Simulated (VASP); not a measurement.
**Sc: single point with PBEsol**

The system is Sc, a slab with vacuum.

```
Sc
1.0
     3.27692    0.00000    0.00000
     0.00000    5.08251    0.00000
     0.00000    0.00000   24.45965
Sc
8
Direct
  0.00000 0.75000 0.30663
  0.50000 0.25000 0.34530
  0.50000 0.75000 0.42265
  0.00000 0.25000 0.46133
  0.00000 0.75000 0.53867
  0.50000 0.25000 0.57735
  0.50000 0.75000 0.65470
  0.00000 0.25000 0.69337
```

| Item | Value |
| --- | --- |
| Program | VASP 6.6.1 |
| Task | single point |
| Functional | PBEsol |
| Potentials or basis | VASP PAW PBE potentials, release 64 (Sc_sv) |
| Cutoff | 520 eV |
| k mesh | 11 × 7 × 1 |
| Occupations | gaussian, width 0.1 eV |
| Spin | no spin polarisation |

```
Largest force          : 0.468 eV/Å
Band gap on the k mesh : zero (band 44 reaches 0.15 eV, above the bottom of band 45 at -0.44 eV)
```

Forces in eV/Å, atoms in the order of the input:
```
Sc   0.000  0.000  0.184
Sc   0.000  0.000  0.407
Sc   0.000  0.000 -0.468
Sc   0.000  0.000 -0.220
Sc   0.000  0.000  0.220
Sc   0.000  0.000  0.468
Sc   0.000  0.000 -0.407
Sc   0.000  0.000 -0.184
```

Levels at points of the mesh, in eV from the Fermi level:
| k point | band 40 | band 41 | band 42 | band 43 | band 44 | band 45 | band 46 | band 47 | band 48 | band 49 |
| --- | --- | --- | --- | --- | --- | --- | --- | --- | --- | --- |
| (0.00, 0.00, 0.00) | -0.78 | -0.60 | -0.29 | -0.24 | -0.12 | 0.30 | 0.36 | 0.76 | 0.92 | 1.27 |

Run time: 10 min on 1 thread of Intel(R) Xeon(R) 6975P-C (Granite Rapids), with other jobs on the host, peak memory 0.63 GiB.

Caveat: the PAW data sets were made with another functional, which shifts forces and pressure a little.
